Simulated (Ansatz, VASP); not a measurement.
One calculation of Na2Sb3, two programs

File INCAR:

```
PREC     = Accurate       # precision mode
ENCUT    = 600            # plane-wave cutoff, eV
EDIFF    = 1E-6           # SCF threshold, eV
ISMEAR   = 0              # smearing method
SIGMA    = 0.1            # smearing width, eV
LREAL    = F              # projectors in reciprocal space
LASPH    = T              # aspherical terms in the spheres
NELM     = 60             # most SCF steps
ALGO     = Normal         # electronic algorithm
ISIF     = 3              # what is computed and relaxed
LWAVE    = F              # write WAVECAR
LCHARG   = F              # write CHGCAR
GGA      = PE             # functional
IBRION   = 2              # ionic algorithm
NSW      = 90             # ionic steps
EDIFFG   = -0.04          # ionic threshold
```

KPOINTS

```
Automatic mesh
0
Gamma
  3 3 3
```

Contents of POSCAR:

```
Na2Sb3
1.0
    3.4306076658      1.9806622593      6.2442211282
   -3.4306076658      1.9806622593      6.2442211282
    0.0000000000     -3.9613245188      6.2442211282
Na Sb
4 6
Direct
    0.8521800000      0.8521800000      0.8521800000
    0.6478200000      0.6478200000      0.6478200000
    0.1478200000      0.1478200000      0.1478200000
    0.3521800000      0.3521800000      0.3521800000
    0.0562500000      0.4437500000      0.7500000000
    0.7500000000      0.0562500000      0.4437500000
    0.4437500000      0.7500000000      0.0562500000
    0.9437500000      0.5562500000      0.2500000000
    0.2500000000      0.9437500000      0.5562500000
    0.5562500000      0.2500000000      0.9437500000
```

Input for Ansatz:

```yaml
crystal:
  lattice:
    - [3.4306076658, 1.9806622593, 6.2442211282]
    - [-3.4306076658, 1.9806622593, 6.2442211282]
    - [0.0, -3.9613245188, 6.2442211282]
  atoms:
    - { symbol: Na, position: [0.85218, 0.85218, 0.85218] }
    - { symbol: Na, position: [0.64782, 0.64782, 0.64782] }
    - { symbol: Na, position: [0.14782, 0.14782, 0.14782] }
    - { symbol: Na, position: [0.35218, 0.35218, 0.35218] }
    - { symbol: Sb, position: [0.05625, 0.44375, 0.75] }
    - { symbol: Sb, position: [0.75, 0.05625, 0.44375] }
    - { symbol: Sb, position: [0.44375, 0.75, 0.05625] }
    - { symbol: Sb, position: [0.94375, 0.55625, 0.25] }
    - { symbol: Sb, position: [0.25, 0.94375, 0.55625] }
    - { symbol: Sb, position: [0.55625, 0.25, 0.94375] }
basis:
  ecutwfc: 420
kpoints:
  mp_grid: { grid: [3, 3, 3] }
hamiltonian:
  xc: pbe
scf:
  occupations: { method: gaussian, width: 0.1 }
  lower_state_search: "off"
output:
  forces: true
  stress: true
  eigenvalues: true
relax:
  adjacent_minimum: "off"
  f_tol: 0.04
  max_steps: 70
  cell: { stress_tol: 0.4 }
```

Alike in both runs: task relaxation of cell and atoms; functional PBE; k mesh 3 × 3 × 3; occupations gaussian, width 0.1 eV; no spin polarisation.

|  | VASP | Ansatz |
| --- | --- | --- |
| version | VASP 6.6.1 | Ansatz 0.2.0 |
| potentials or method | VASP PAW PBE potentials, release 64 (Na_pv, Sb), cutoff 600 eV | scalar-relativistic, plane waves, PAW |
| valence electrons in the cell | 58 | 126 |

Ansatz gave:

* gap on the k mesh at the Fermi level, each at its own relaxed structure (eV): none
* relaxed volume (Å³/atom): 33.18
* relaxed length of the cell vector where the two differ most in proportion (Å): 7.582

Task: Estimate VASP's values.

Result: gap on the k mesh at the Fermi level, each at its own relaxed structure (eV): none; relaxed volume (Å³/atom): 27.79; relaxed length of the cell vector where the two differ most in proportion (Å): 6.582.

A gap of «none» marks a metal or a gap that the smearing closes. One of these differences is far larger than is usual between the two programs; its cause wasn't traced. VASP's potentials hold 58 valence electrons a cell and Ansatz's 126, so a difference there can come from the potentials and not from the codes.

The k mesh is coarse, so the values compare programs but aren't converged. Neither program's run includes spin-orbit coupling.
